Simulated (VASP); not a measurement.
**SiC: single point with PBEsol**

SiC:

```xyz
2
Lattice="0.0000 2.1800 2.1800 2.1800 0.0000 2.1800 2.1800 2.1800 0.0000" Properties=species:S:1:pos:R:3 pbc="T T T"
Si    0.0000    0.0000    0.0000
C     1.0900    1.0900    1.0900
```

| Item | Value |
| --- | --- |
| Program | VASP 6.6.1 |
| Task | single point |
| Functional | PBEsol |
| Potentials or basis | VASP PAW PBE potentials, release 64 (Si, C) |
| Cutoff | 600 eV |
| k mesh | 8 × 8 × 8 |
| Occupations | gaussian, width 0.1 eV |
| Spin | no spin polarisation |

```
Pressure               : -0.3 GPa
Band gap on the k mesh : 1.23 eV (least direct gap 4.44 eV)
```

Levels at points of the mesh, in eV from the valence-band top:
```csv
k point,band 1,band 2,band 3,band 4,band 5,band 6,band 7,band 8,band 9
"(0.00, 0.00, 0.00)",-15.41,0.00,0.00,0.00,6.17,7.23,7.23,7.23,14.45
"(0.50, 0.00, 0.00)",-11.81,-8.59,-1.06,-1.06,5.36,7.13,7.13,9.91,15.99
"(0.50, 0.50, 0.00)",-10.35,-7.83,-3.21,-3.21,1.23,4.19,13.94,13.94,14.66
```

Run time: 14 s on 1 thread of Intel(R) Xeon(R) Platinum 8259CL CPU @ 2.50GHz (Skylake/Cascade Lake) (shared host), peak memory 0.14 GiB.

Caveat: the PAW data sets were made with another functional, which shifts forces and pressure a little. A k mesh can miss the band edges.
